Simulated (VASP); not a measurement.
SnO2: single point with PBEsol+D3(BJ)

The system is SnO2.

```
Sn O
1.0
     3.09849    0.00000    0.00000
    -1.54925    2.68337    0.00000
     0.00000    0.00000    9.86059
Sn O
2 4
Direct
  0.87009 0.00000 0.50000
  0.12991 0.00000 0.00000
  0.53491 0.33333 0.40037
  0.79842 0.33333 0.09963
  0.20158 0.66667 0.59963
  0.46509 0.66667 0.90037
```

This cell differs from its parent crystal: atoms displaced along a vibrational mode, the cell strained.

- Program: VASP 6.6.1
- Task: single point
- Functional: PBEsol
- Dispersion: D3(BJ)
- Potentials or basis: VASP PAW PBE potentials, release 64 (Sn_d, O)
- Cutoff: 520 eV
- k mesh: 12 × 12 × 4
- Occupations: gaussian, width 0.05 eV
- Spin: no spin polarisation
- Dipole correction: no
- Further INCAR settings: ALGO = Normal; EDIFF = 1e-07; NBANDS = 35

```json
{
  "Pressure": "14.3 GPa",
  "Largest force": "1.127 eV/Å",
  "Band gap on the k mesh": "2.75 eV (least direct gap 3.23 eV)",
  "Dispersion energy per atom": "-0.167 eV"
}
```

Forces in eV/Å, atoms in the order of the input:
```
Sn  -0.131  0.000  0.000
Sn   0.131  0.000  0.000
O    0.019 -0.006 -1.127
O   -0.019 -0.006  1.127
O    0.019  0.006  1.127
O   -0.019  0.006 -1.127
```

Stress tensor (GPa, compression positive):
```
17.91  0.00  0.00
 0.00 17.60  0.00
 0.00  0.00  7.52
```

Levels at points of the mesh, in eV from the valence-band top:
| k point | band 24 | band 25 | band 26 | band 27 | band 28 | band 29 |
| --- | --- | --- | --- | --- | --- | --- |
| (0.00, 0.00, 0.00) | -0.85 | -0.83 | -0.48 | 2.75 | 3.84 | 5.98 |
| (0.50, 0.00, 0.00) | -0.54 | -0.48 | -0.10 | 6.15 | 6.32 | 7.47 |
| (0.00, 0.50, 0.00) | -0.51 | -0.50 | -0.03 | 6.15 | 6.35 | 7.39 |
| (0.00, 0.00, 0.50) | -0.85 | -0.84 | -0.84 | 3.30 | 3.30 | 6.16 |
| (0.50, 0.00, 0.50) | -0.52 | -0.32 | -0.32 | 6.25 | 6.25 | 7.75 |
| (0.00, 0.50, 0.50) | -0.52 | -0.29 | -0.29 | 6.25 | 6.25 | 7.79 |

Run time: 4.5 min on 1 thread of Intel(R) Xeon(R) Platinum 8488C (Sapphire Rapids) (shared host), peak memory 0.41 GiB.

Caveat: the cell differs from its parent crystal (atoms displaced along a vibrational mode, the cell strained); the stress differs along the axes, from 8 to 18 GPa; the PAW data sets were made with another functional, which shifts forces and pressure a little; spin-orbit coupling is left out, which moves the levels of the heavy elements. A k mesh can miss the band edges.
